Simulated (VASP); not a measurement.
Write the native input for VASP 6.6.1 that does the following.

```
Task                   : single point
Functional             : PBE
Potentials or basis    : VASP PAW PBE potentials, release 64 (Ag, Cl)
Cutoff                 : 500 eV
k mesh                 : 4 × 4 × 4
Occupations            : fermi-dirac, width 0.0861733 eV
Spin                   : no spin polarisation
Dipole correction      : no
Further INCAR settings : ALGO = Normal; EDIFF = 1e-06; NBANDS = 16
```

The structure of AgCl lies in POSCAR:

```
AgCl
1.0
    0.0000000000      2.7726629968      2.7726629968
    2.7726629968      0.0000000000      2.7726629968
    2.7726629968      2.7726629968      0.0000000000
Ag Cl
1 1
Direct
    0.0000000000      0.0000000000      0.0000000000
    0.5000000000      0.5000000000      0.5000000000
```

These files were run (other wordings do the same):

INCAR

```
SYSTEM = AgCl
  PREC = Accurate
  ENCUT = 500
  EDIFF = 1E-6
  ISMEAR = -1
  SIGMA = 0.08617333262145177
  LREAL = .False.
  LASPH = .True.
  NELM = 120
  ALGO = Normal
  ISIF = 2
  LWAVE = .False.
  LCHARG = .True.
  GGA = PE
  LELF = .True.
  LVHAR = .True.
  NBANDS = 16
  GGA_COMPAT = .False.
```

KPOINTS

```
regular mesh
0
Gamma
  4 4 4
  0 0 0
```

Potentials or basis: VASP PAW PBE potentials, release 64 (Ag, Cl).

Command:

```bash
$ cat potpaw_PBE.64/Ag/POTCAR potpaw_PBE.64/Cl/POTCAR > POTCAR
$ mpirun -np 1 vasp_std > vasp.out
```

Results of the run:

| Item | Value |
| --- | --- |
| Pressure | 1.7 GPa |
| Band gap on the k mesh | 0.91 eV, indirect (least direct gap 3.23 eV) |

Caveat: the k points lie up to 0.49 Å⁻¹ apart.

Run time: 6.1 s on 1 thread of AMD EPYC 7R43 64-Core Processor (Zen 3), with other jobs on the host, peak memory 0.13 GiB.
